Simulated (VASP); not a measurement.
# Mg (Im-3m) in VASP: electric field gradients with LDA

Aim: the electric field gradients of Mg with LDA.

Program: VASP 6.6.1. These are calculated values, not measurements. Logs are shortened: lines on timing, memory, paths and dates and some standing lists are left out, and cuts for length are marked.

## (1) The cell of the first run

The structure is cubic, space group Im-3m (No. 229). Conventional cell: a = 2.953 Å, b = 2.953 Å, c = 2.953 Å, α = 90.00°, β = 90.00°, γ = 90.00°. Mg (site symmetry m-3m) has 14 Mg at 2.56 to 2.95 Å within 3.4 Å.

This isn't the form of Mg at room conditions, which is hcp.

## (2) Electric field gradients, LDA

INCAR

```
PREC     = Accurate       # precision mode
ENCUT    = 520            # plane-wave cutoff, eV
EDIFF    = 1E-8           # SCF threshold, eV
ISMEAR   = -1             # smearing method
SIGMA    = 0.03           # smearing width, eV
LREAL    = False          # projectors in reciprocal space
LASPH    = True           # aspherical terms in the spheres
NELM     = 100            # most SCF steps
ALGO     = Normal         # electronic algorithm
ISIF     = 2              # what is computed and relaxed
LWAVE    = False          # write WAVECAR
LCHARG   = False          # write CHGCAR
LEFG     = True         
NBANDS   = 7              # bands
```

KPOINTS

```
regular mesh
0
Gamma
  19 19 19
```

POSCAR

```
Mg
1.0
   -1.4765000000      1.4765000000      1.4765000000
    1.4765000000     -1.4765000000      1.4765000000
    1.4765000000      1.4765000000     -1.4765000000
Mg
1
Direct
    0.0000000000      0.0000000000      0.0000000000
```

Potentials or basis: VASP PAW LDA potentials, release 64 (Mg).

Command:

```bash
$ cat potpaw_LDA.64/Mg/POTCAR > POTCAR
$ mpirun -np 1 vasp_std > vasp.out
```

OUTCAR:

```text
PREC = Accurate
   ENCUT = 520
   EDIFF = 1E-8
   ISMEAR = -1
   LREAL = False
   LASPH = True
   NELM = 100
   ISIF = 2

 ion  position               nearest neighbor table
   1  0.000  0.000  0.000-

  LATTYP: Found a body centered cubic cell.
 ALAT       =     2.9530000000

  Lattice vectors:

 A1 = (  -1.4765000000,   1.4765000000,   1.4765000000)
 A2 = (   1.4765000000,  -1.4765000000,   1.4765000000)
 A3 = (   1.4765000000,   1.4765000000,  -1.4765000000)

Analysis of symmetry for initial positions (statically):
=====================================================================
 Subroutine PRICEL returns:
 Original cell was already a primitive cell.

 Routine SETGRP: Setting up the symmetry group for a
 body centered cubic supercell.

 Subroutine GETGRP returns: Found 48 space group operations
 (whereof 48 operations were pure point group operations)
 out of a pool of 48 trial point group operations.

The static configuration has the point symmetry O_h .

Analysis of symmetry for dynamics (positions and initial velocities):
=====================================================================
 Subroutine PRICEL returns:
 Original cell was already a primitive cell.

 Routine SETGRP: Setting up the symmetry group for a
 body centered cubic supercell.

 Subroutine GETGRP returns: Found 48 space group operations
 (whereof 48 operations were pure point group operations)
 out of a pool of 48 trial point group operations.

The dynamic configuration has the point symmetry O_h .

 Subroutine INISYM returns: Found 48 space group operations
 (whereof 48 operations are pure point group operations),
 and found     1 'primitive' translations

----------------------------------------------------------------------------------------

                                     Primitive cell

  volume of cell :      12.8754

  direct lattice vectors                    reciprocal lattice vectors
    -1.476500000  1.476500000  1.476500000     0.000000000  0.338638673  0.338638673
     1.476500000 -1.476500000  1.476500000     0.338638673  0.000000000  0.338638673
     1.476500000  1.476500000 -1.476500000     0.338638673  0.338638673  0.000000000

  length of vectors
     2.557373017  2.557373017  2.557373017     0.478907403  0.478907403  0.478907403

  position of ions in fractional coordinates (direct lattice)
     0.000000000  0.000000000  0.000000000

  ion indices of the primitive-cell ions
   primitive index   ion index
                 1           1

----------------------------------------------------------------------------------------

 KPOINTS: regular mesh

Automatic generation of k-mesh.
 Grid dimensions read from file:
 generate k-points for:   19   19   19

 Generating k-lattice:

  Cartesian coordinates                     Fractional coordinates (reciprocal lattice)
     0.000000000  0.017823088  0.017823088     0.052631579  0.000000000  0.000000000
     0.017823088  0.000000000  0.017823088     0.000000000  0.052631579  0.000000000
     0.017823088  0.017823088  0.000000000     0.000000000  0.000000000  0.052631579

  Length of vectors
     0.025205653  0.025205653  0.025205653

  Shift w.r.t. Gamma in fractional coordinates (k-lattice)
     0.000000000  0.000000000  0.000000000

 Subroutine IBZKPT returns following result:
 ===========================================

 Found    220 irreducible k-points:

 Following reciprocal coordinates:
            Coordinates               Weight
  0.000000  0.000000  0.000000      1.000000
  0.052632  0.000000  0.000000     12.000000
  0.105263  0.000000  0.000000     12.000000
  0.157895  0.000000  0.000000     12.000000
  0.210526  0.000000  0.000000     12.000000
  0.263158  0.000000  0.000000     12.000000
[... 16 lines left out ...]
  0.263158  0.105263 -0.000000     48.000000
  0.315789  0.105263  0.000000     48.000000
 [... further k-points ...]
   k-points           NKPTS =    220   k-points in BZ     NKDIM =    220   number of bands    NBANDS=      7
   number of dos      NEDOS =    301   number of ions     NIONS =      1
   total plane-waves  NPLWV =   8000
   dimension x,y,z NGX =    20 NGY =   20 NGZ =   20
   dimension x,y,z NGXF=    40 NGYF=   40 NGZF=   40
   ions per type =               1
   NGX,Y,Z   is equivalent  to a cutoff of  13.00, 13.00, 13.00 a.u.
   NGXF,Y,Z  is equivalent  to a cutoff of  26.00, 26.00, 26.00 a.u.
 SYSTEM =  unknown system
   PREC   = accura    normal or accurate (medium, high low for compatibility)
   ISTART =      0    job   : 0-new  1-cont  2-samecut
   ICHARG =      2    charge: 1-file 2-atom 10-const
   ISPIN  =      1    spin polarized calculation?
   LNONCOLLINEAR =      F non collinear calculations
   LSORBIT =      F    spin-orbit coupling
   LASPH  =      T    aspherical Exc in radial PAW
   ENCUT  =  520.0 eV  38.22 Ry    6.18 a.u.   4.76  4.76  4.76*2*pi/ulx,y,z
   NELM   =    100;   NELMIN=  2; NELMDL= -5     # of ELM steps
   EDIFF  = 0.1E-07   stopping-criterion for ELM
   LREAL  =      F    real-space projection
   EDIFFG = 0.1E-06   stopping-criterion for IOM
   NSW    =      0    number of steps for IOM
   IBRION =     -1    ionic relax: 0-MD 1-quasi-New 2-CG
   NFREE  =      0    steps in history (QN), initial steepest desc. (CG)
   ISIF   =      2    stress and relaxation
   ISYM   =      2    0-nonsym 1-usesym 2-fastsym
   POTIM  = 0.5000    time-step for ionic-motion
   TEBEG  =    0.0;   TEEND  =   0.0 temperature during run
   PSTRESS=    0.0 pullay stress
   NELECT =       2.0000    total number of electrons
   NUPDOWN=      -1.0000    fix difference up-down
   EMIN   =  10.00;   EMAX   =-10.00  energy-range for DOS
   EFERMI =   0.00;   METHOD = LEGACY
   ISMEAR =    -1;   SIGMA  =   0.03  broadening in eV -4-tet -1-fermi 0-gaus
   EFERMI_NEDOS =   21; number of points for ismear=-14 and -15
   IALGO  =     38    algorithm
   IMIX   =      4    mixing-type and parameters
     AMIX     =   0.40;   BMIX     =  1.00
     AMIX_MAG =   1.60;   BMIX_MAG =  1.00
  volume/ion in A,a.u.               =      12.88        86.89
  Fermi-wavevector in a.u.,A,eV,Ry     =   0.880031  1.663018 10.537098  0.774455
  Thomas-Fermi vector in A             =   2.000336
   LORBIT       =      0    0 simple, 1 ext, 2 COOP (PROOUT), +10 PAW based schemes
   GGA     = CA    functional components
   LHFCALC =     F    Hartree Fock is set to
   AEXX    =    0.0000 exact exchange contribution
   IVDW    =     0    specifies the selected vdW correction
   LEPSILON=     F    determine dielectric tensor
   LRPA    =     F    only Hartree local field effects (RPA)
 non-spin polarized calculation
  energy-cutoff  :      520.00
  volume of cell :       12.88
 maximum number of plane-waves:       370
   NGX =  9   NGY =  9   NGZ =  9

 number of electron       2.0000000 magnetization

 Free energy of the ion-electron system (eV)
  ---------------------------------------------------
  ext. energy  EPLUGINS =         0.00000000
  ---------------------------------------------------
  free energy    TOTEN  =        -0.80686013 eV

  energy without entropy =       -0.80589643  energy(sigma->0) =       -0.80637828

 E-fermi :   6.4314     XC(G=0): -10.7610

 val. band max:        6.4105824442   @ k =   0.3684   0.1579   0.1053
 cond. band min:       6.4450863444   @ k =   0.3684   0.1053   0.1053
 fundamental gap:      0.0345039002
 Fermi energy:         6.4313668348

 k-point     1 :       0.0000    0.0000    0.0000
  band No.  band energies     occupation
      1      -3.4311      2.00000
      2      23.6435      0.00000
      3      23.6435      0.00000
      4      23.6435      0.00000
      5      26.5077      0.00000
      6      26.5077      0.00000
      7      28.4386      0.00000

 k-point     2 :       0.0526    0.0000    0.0000
  band No.  band energies     occupation
      1      -3.3347      2.00000
      2      22.7749      0.00000
      3      23.1265      0.00000
      4      23.5292      0.00000
      5      25.5773      0.00000
      6      25.8749      0.00000
      7      29.1062      0.00000
[... 201 lines left out ...]
 k-point    23 :       0.2632    0.1053   -0.0000
  band No.  band energies     occupation
      1       0.2019      2.00000
      2      11.4557      0.00000
      3      16.1173      0.00000
      4      20.9506      0.00000
      5      23.0538      0.00000
      6      26.5855      0.00000
      7      29.7227      0.00000

 k-point    24 :       0.3158    0.1053    0.0000
  band No.  band energies     occupation
      1       1.3550      2.00000
      2       9.4838      0.00000
      3      15.6010      0.00000
      4      20.5905      0.00000
      5      22.7075      0.00000
      6      26.5200      0.00000
      7      30.1083      0.00000

 [... further k-points ...]

------------------------ aborting loop because EDIFF is reached ----------------------------------------

  FORCE on cell =-STRESS in cart. coord.  units (eV):
  Direction    XX          YY          ZZ          XY          YZ          ZX
  --------------------------------------------------------------------------------------
  -------------------------------------------------------------------------------------
  Total        4.4930317      4.4930317      4.4930317      0.0000000      0.0000000      0.0000000
  in kB      559.1002909    559.1002909    559.1002909      0.0000000      0.0000000      0.0000000
  external PRESSURE =     559.1002909 kB  Pullay stress =       0.0000000 kB

 VOLUME and BASIS-vectors are now :
 -----------------------------------------------------------------------------
  energy-cutoff  :      520.00
  volume of cell :       12.88
      direct lattice vectors                 reciprocal lattice vectors
    -1.476500000  1.476500000  1.476500000     0.000000000  0.338638673  0.338638673
     1.476500000 -1.476500000  1.476500000     0.338638673  0.000000000  0.338638673
     1.476500000  1.476500000 -1.476500000     0.338638673  0.338638673  0.000000000

 POSITION                                       TOTAL-FORCE (eV/Angst)
 -----------------------------------------------------------------------------------
      0.00000      0.00000      0.00000        -0.000000     -0.000000     -0.000000
 -----------------------------------------------------------------------------------
    total drift:                                0.000000      0.000000     -0.000000

  FREE ENERGIE OF THE ION-ELECTRON SYSTEM (eV)
  ---------------------------------------------------
  free  energy   TOTEN  =        -0.8068601315 eV

  energy  without entropy=       -0.8058964280  energy(sigma->0) =       -0.80637828

 Electric field gradients (V/A^2)
---------------------------------------------------------------------
 ion       V_xx      V_yy      V_zz      V_xy      V_xz      V_yz
---------------------------------------------------------------------
   1      -0.000    -0.000    -0.000     0.000     0.000     0.000
---------------------------------------------------------------------

 Electric field gradients after diagonalization (V/A^2)
 (convention: |V_zz| > |V_xx| > |V_yy|)
----------------------------------------------------------------------
 ion       V_xx      V_yy      V_zz     asymmetry (V_yy - V_xx)/ V_zz
----------------------------------------------------------------------
   1      -0.000    -0.000     0.000       0.000
----------------------------------------------------------------------

           NMR quadrupolar parameters

 Cq : quadrupolar parameter    Cq=e*Q*V_zz/h
 eta: asymmetry parameters     (V_yy - V_xx)/ V_zz
 Q  : nuclear electric quadrupole moment in mb (millibarn)
----------------------------------------------------------------------
 ion       Cq(MHz)       eta       Q (mb)
----------------------------------------------------------------------
   1       0.000       0.000       1.000
----------------------------------------------------------------------
```

It took 19 s on 1 thread of Intel Xeon Platinum 8488C (Sapphire Rapids), shared host; peak memory 0.13 GiB.

Results:

- Free energy: -0.8069 eV
- Pressure: 55.9 GPa
- Band gap on the k mesh: zero (bands 1 and 2 overlap by 4.25 eV)
- Largest electric field gradient by atom: under 0.05 V/Å² on every atom

Levels at points of the mesh, in eV from the Fermi level:
```
           k point  band 1  band 2  band 3  band 4  band 5
(0.00, 0.00, 0.00)   -9.86   17.21   17.21   17.21   20.08
```

Caveat: the cell stands under pressure.

The gap in the log of VASP goes by the Fermi energy; the results here count the filled bands.